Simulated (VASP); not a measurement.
# Cu (Fmmm) in VASP: single point with PBE

Aim: the single point of Cu with PBE.

Everything below comes from runs of VASP 6.6.1. Logs are shortened: lines on timing, memory, paths and dates and some standing lists are left out, and cuts for length are marked.

### Step 1. The cell of the first run

It takes space group Fmmm (No. 69, orthorhombic). The conventional cell has a = 3.547 Å, b = 3.615 Å, c = 3.683 Å, α = 90.00°, β = 90.00°, γ = 90.00°. Cu (site symmetry mmm) has 12 Cu at 2.53 to 2.58 Å within 3.3 Å.

### Step 2. Single point, PBE (strain +0.0187 x Voigt [1, -1, 0, 0, 0, 0])

File INCAR:

```
PREC = Accurate
ENCUT = 520
EDIFF = 1E-7
ISMEAR = 0
SIGMA = 0.15
LREAL = False
LASPH = True
NELM = 100
ALGO = Fast
ISIF = 2
LWAVE = False
LCHARG = True
GGA = PE
LELF = True
LVHAR = True
NBANDS = 12
```

File KPOINTS:

```
regular mesh
0
Gamma
  22 22 22
```

File POSCAR:

```
Cu
1.0
    0.0000000000      1.7736997500      1.8075000000
    1.8413002500      0.0000000000      1.8075000000
    1.8413002500      1.7736997500      0.0000000000
Cu
1
Direct
    0.0000000000      0.0000000000      0.0000000000
```

Potentials or basis: VASP PAW PBE potentials, release 64 (Cu).

Started as:

```sh
$ cat potpaw_PBE.64/Cu/POTCAR > POTCAR
$ mpirun -np 1 vasp_std > vasp.out
```

OUTCAR:

```text
PREC = Accurate
   ENCUT = 520
   EDIFF = 1E-7
   ISMEAR = 0
   LREAL = False
   LASPH = True
   NELM = 100
   ISIF = 2
   GGA = PE

 ion  position               nearest neighbor table
   1  0.000  0.000  0.000-

  LATTYP: Found a face centered orthorhombic cell.
 ALAT       =     3.5473995000
 B/A-ratio  =     1.0190563538
 C/A-ratio  =     1.0381127076

  Lattice vectors:

 A1 = (  -1.8413002500,   0.0000000000,  -1.8075000000)
 A2 = (  -1.8413002500,   1.7736997500,   0.0000000000)
 A3 = (   0.0000000000,   1.7736997500,  -1.8075000000)

Analysis of symmetry for initial positions (statically):
=====================================================================
 Subroutine PRICEL returns:
 Original cell was already a primitive cell.

 Routine SETGRP: Setting up the symmetry group for a
 face centered orthorhombic supercell.

 Subroutine GETGRP returns: Found  8 space group operations
 (whereof  8 operations were pure point group operations)
 out of a pool of  8 trial point group operations.

The static configuration has the point symmetry D_2h.

Analysis of symmetry for dynamics (positions and initial velocities):
=====================================================================
 Subroutine PRICEL returns:
 Original cell was already a primitive cell.

 Routine SETGRP: Setting up the symmetry group for a
 face centered orthorhombic supercell.

 Subroutine GETGRP returns: Found  8 space group operations
 (whereof  8 operations were pure point group operations)
 out of a pool of  8 trial point group operations.

The dynamic configuration has the point symmetry D_2h.

 Subroutine INISYM returns: Found  8 space group operations
 (whereof  8 operations are pure point group operations),
 and found     1 'primitive' translations

----------------------------------------------------------------------------------------

                                     Primitive cell

  volume of cell :      11.8063

  direct lattice vectors                    reciprocal lattice vectors
     0.000000000  1.773699750  1.807500000    -0.271547240  0.281896640  0.276625173
     1.841300250  0.000000000  1.807500000     0.271547240 -0.281896640  0.276625173
     1.841300250  1.773699750  0.000000000     0.271547240  0.281896640 -0.276625173

  length of vectors
     2.532403414  2.580202097  2.556637912     0.479296469  0.479296469  0.479296469

  position of ions in fractional coordinates (direct lattice)
     0.000000000  0.000000000  0.000000000

  ion indices of the primitive-cell ions
   primitive index   ion index
                 1           1

----------------------------------------------------------------------------------------

 KPOINTS: regular mesh

Automatic generation of k-mesh.
 Grid dimensions read from file:
 generate k-points for:   22   22   22

 Generating k-lattice:

  Cartesian coordinates                     Fractional coordinates (reciprocal lattice)
    -0.012343056  0.012813484  0.012573871     0.045454545  0.000000000  0.000000000
     0.012343056 -0.012813484  0.012573871     0.000000000  0.045454545  0.000000000
     0.012343056  0.012813484 -0.012573871     0.000000000  0.000000000  0.045454545

  Length of vectors
     0.021786203  0.021786203  0.021786203

  Shift w.r.t. Gamma in fractional coordinates (k-lattice)
     0.000000000  0.000000000  0.000000000

 Subroutine IBZKPT returns following result:
 ===========================================

 Found   1530 irreducible k-points:

 Following reciprocal coordinates:
            Coordinates               Weight
  0.000000  0.000000  0.000000      1.000000
  0.045455  0.000000 -0.000000      8.000000
  0.090909  0.000000 -0.000000      8.000000
  0.136364  0.000000  0.000000      8.000000
  0.181818  0.000000  0.000000      8.000000
  0.227273  0.000000  0.000000      8.000000
[... 16 lines left out ...]
  0.500000  0.045455  0.000000      8.000000
 -0.454545  0.045455  0.000000      8.000000
 [... further k-points ...]
   k-points           NKPTS =   1530   k-points in BZ     NKDIM =   1530   number of bands    NBANDS=     12
   number of dos      NEDOS =    301   number of ions     NIONS =      1
   total plane-waves  NPLWV =   8000
   dimension x,y,z NGX =    20 NGY =   20 NGZ =   20
   dimension x,y,z NGXF=    40 NGYF=   40 NGZF=   40
   ions per type =               1
   NGX,Y,Z   is equivalent  to a cutoff of  13.13, 12.89, 13.01 a.u.
   NGXF,Y,Z  is equivalent  to a cutoff of  26.26, 25.77, 26.01 a.u.
 SYSTEM =  unknown system
   PREC   = accura    normal or accurate (medium, high low for compatibility)
   ISTART =      0    job   : 0-new  1-cont  2-samecut
   ICHARG =      2    charge: 1-file 2-atom 10-const
   ISPIN  =      1    spin polarized calculation?
   LNONCOLLINEAR =      F non collinear calculations
   LSORBIT =      F    spin-orbit coupling
   LASPH  =      T    aspherical Exc in radial PAW
   ENCUT  =  520.0 eV  38.22 Ry    6.18 a.u.   4.71  4.80  4.75*2*pi/ulx,y,z
   NELM   =    100;   NELMIN=  2; NELMDL= -5     # of ELM steps
   EDIFF  = 0.1E-06   stopping-criterion for ELM
   LREAL  =      F    real-space projection
   EDIFFG = 0.1E-05   stopping-criterion for IOM
   NSW    =      0    number of steps for IOM
   IBRION =     -1    ionic relax: 0-MD 1-quasi-New 2-CG
   NFREE  =      0    steps in history (QN), initial steepest desc. (CG)
   ISIF   =      2    stress and relaxation
   ISYM   =      2    0-nonsym 1-usesym 2-fastsym
   POTIM  = 0.5000    time-step for ionic-motion
   TEBEG  =    0.0;   TEEND  =   0.0 temperature during run
   PSTRESS=    0.0 pullay stress
   NELECT =      11.0000    total number of electrons
   NUPDOWN=      -1.0000    fix difference up-down
   EMIN   =  10.00;   EMAX   =-10.00  energy-range for DOS
   EFERMI =   0.00;   METHOD = LEGACY
   ISMEAR =     0;   SIGMA  =   0.15  broadening in eV -4-tet -1-fermi 0-gaus
   EFERMI_NEDOS =   21; number of points for ismear=-14 and -15
   IALGO  =     68    algorithm
   IMIX   =      4    mixing-type and parameters
     AMIX     =   0.40;   BMIX     =  1.00
     AMIX_MAG =   1.60;   BMIX_MAG =  1.00
  volume/ion in A,a.u.               =      11.81        79.67
  Fermi-wavevector in a.u.,A,eV,Ry     =   1.598949  3.021576 34.785188  2.556639
  Thomas-Fermi vector in A             =   2.696319
   LORBIT       =      0    0 simple, 1 ext, 2 COOP (PROOUT), +10 PAW based schemes
   GGA     = PE    functional components
   LHFCALC =     F    Hartree Fock is set to
   AEXX    =    0.0000 exact exchange contribution
   IVDW    =     0    specifies the selected vdW correction
   LEPSILON=     F    determine dielectric tensor
   LRPA    =     F    only Hartree local field effects (RPA)
 non-spin polarized calculation
 RMM-DIIS sequential band-by-band and
 Gauss-broadening in eV      SIGMA  =   0.15
  energy-cutoff  :      520.00
  volume of cell :       11.81
 maximum number of plane-waves:       338
   NGX =  9   NGY =  9   NGZ =  9

 number of electron      11.0000007 magnetization

 Free energy of the ion-electron system (eV)
  ---------------------------------------------------
  ext. energy  EPLUGINS =         0.00000000
  ---------------------------------------------------
  free energy    TOTEN  =        -3.72748137 eV

  energy without entropy =       -3.72472832  energy(sigma->0) =       -3.72610485

 E-fermi :   7.5899     XC(G=0): -12.7277

 val. band max:        7.5827162193   @ k =   0.2273  -0.2727   0.1364
 cond. band min:       7.5930359858   @ k =  -0.3182   0.1818   0.1364
 fundamental gap:      0.0103197665
 Fermi energy:         7.5899430116

 k-point     1 :       0.0000    0.0000    0.0000
  band No.  band energies     occupation
      1      -1.7638      2.00000
      2       4.4726      2.00000
      3       4.5665      2.00000
      4       4.6527      2.00000
      5       5.3032      2.00000
      6       5.4594      2.00000
      7      30.2071      0.00000
      8      32.7744      0.00000
      9      32.8394      0.00000
     10      32.9209      0.00000
     11      35.2882      0.00000
     12      35.3557      0.00000

 k-point     2 :       0.0455    0.0000   -0.0000
  band No.  band energies     occupation
      1      -1.6884      2.00000
      2       4.4766      2.00000
      3       4.5705      2.00000
      4       4.6572      2.00000
      5       5.2988      2.00000
      6       5.4523      2.00000
      7      29.8160      0.00000
      8      31.7329      0.00000
      9      32.5331      0.00000
     10      32.6400      0.00000
     11      35.6710      0.00000
     12      35.7403      0.00000

 k-point     3 :       0.0909    0.0000   -0.0000
  band No.  band energies     occupation
      1      -1.4637      2.00000
      2       4.4678      2.00000
      3       4.5873      2.00000
      4       4.6826      2.00000
      5       5.2894      2.00000
      6       5.4343      2.00000
      7      28.1274      0.00000
      8      31.0077      0.00000
      9      31.9808      0.00000
     10      32.1397      0.00000
     11      36.4992      0.00000
     12      36.5700      0.00000
[... 286 lines left out ...]
 k-point    23 :       0.5000    0.0455    0.0000
  band No.  band energies     occupation
      1       2.5492      2.00000
      2       4.4484      2.00000
      3       4.6087      2.00000
      4       5.6518      2.00000
      5       5.9544      2.00000
      6       6.9039      2.00000
      7      11.4386      0.00000
      8      27.8955      0.00000
      9      28.5495      0.00000
     10      29.8247      0.00000
     11      33.0039      0.00000
     12      33.9613      0.00000

 k-point    24 :      -0.4545    0.0455    0.0000
  band No.  band energies     occupation
      1       2.5353      2.00000
      2       4.4512      2.00000
      3       4.6131      2.00000
      4       5.6379      2.00000
      5       5.9251      2.00000
      6       6.7976      2.00000
      7      11.6338      0.00000
      8      27.7915      0.00000
      9      28.5388      0.00000
     10      30.1235      0.00000
     11      32.8305      0.00000
     12      34.0536      0.00000

 [... further k-points ...]

------------------------ aborting loop because EDIFF is reached ----------------------------------------

  FORCE on cell =-STRESS in cart. coord.  units (eV):
  Direction    XX          YY          ZZ          XY          YZ          ZX
  --------------------------------------------------------------------------------------
  -------------------------------------------------------------------------------------
  Total        0.0945542      0.2596551      0.1916870      0.0000000     -0.0000000      0.0000000
  in kB       12.8315311     35.2366301     26.0129880      0.0000000     -0.0000000      0.0000000
  external PRESSURE =      24.6937164 kB  Pullay stress =       0.0000000 kB

 VOLUME and BASIS-vectors are now :
 -----------------------------------------------------------------------------
  energy-cutoff  :      520.00
  volume of cell :       11.81
      direct lattice vectors                 reciprocal lattice vectors
     0.000000000  1.773699750  1.807500000    -0.271547240  0.281896640  0.276625173
     1.841300250  0.000000000  1.807500000     0.271547240 -0.281896640  0.276625173
     1.841300250  1.773699750  0.000000000     0.271547240  0.281896640 -0.276625173

 POSITION                                       TOTAL-FORCE (eV/Angst)
 -----------------------------------------------------------------------------------
      0.00000      0.00000      0.00000        -0.000000      0.000000     -0.000000
 -----------------------------------------------------------------------------------
    total drift:                                0.000000     -0.000000      0.000000

  FREE ENERGIE OF THE ION-ELECTRON SYSTEM (eV)
  ---------------------------------------------------
  free  energy   TOTEN  =        -3.7274813724 eV

  energy  without entropy=       -3.7247283234  energy(sigma->0) =       -3.72610485
```

Wall time 2.6 min (1 thread of Intel Xeon Platinum 8488C (Sapphire Rapids), shared host); peak memory 0.31 GiB.

Results:

```yaml
Free_energy: -3.7275 eV
Pressure: 2.5 GPa
```

Stress tensor (GPa, compression positive):
```
1.28 0.00 0.00
0.00 3.52 0.00
0.00 0.00 2.60
```

Caveat: the cell differs from its parent crystal (strain +0.0187 x Voigt [1, -1, 0, 0, 0, 0]).
